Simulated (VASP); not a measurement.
Ge:

```
Ge
1.0
     0.00000    2.83687    2.83687
     2.83687    0.00000    2.83687
     2.83687    2.83687    0.00000
Ge
2
Direct
  0.00000 0.00000 0.00000
  0.25000 0.25000 0.25000
```

Base run:

```yaml
Program: VASP 6.6.1
Functional: r2SCAN
Potentials_or_basis: VASP PAW PBE potentials, release 64 (Ge_d)
Cutoff: 520 eV
k_mesh: 8 × 8 × 8
Occupations: fermi-dirac, width 0.02 eV
Spin: no spin polarisation
```

Its results: band gap on the k mesh 0.32 eV, direct; pressure 0.0 GPa.

Question: The run is repeated on the same cell with these changes: functional from r2SCAN to PBE. What comes out?

Answer: Band gap on the k mesh zero (filled and empty bands touch); pressure 2.9 GPa.

r2SCAN gives the wider gap, since meta-GGAs in the generalised Kohn-Sham scheme recover part of the derivative discontinuity.

Caveats: the PAW data sets were made with another functional, which shifts forces and pressure a little (some runs).

A k mesh can miss the band edges.
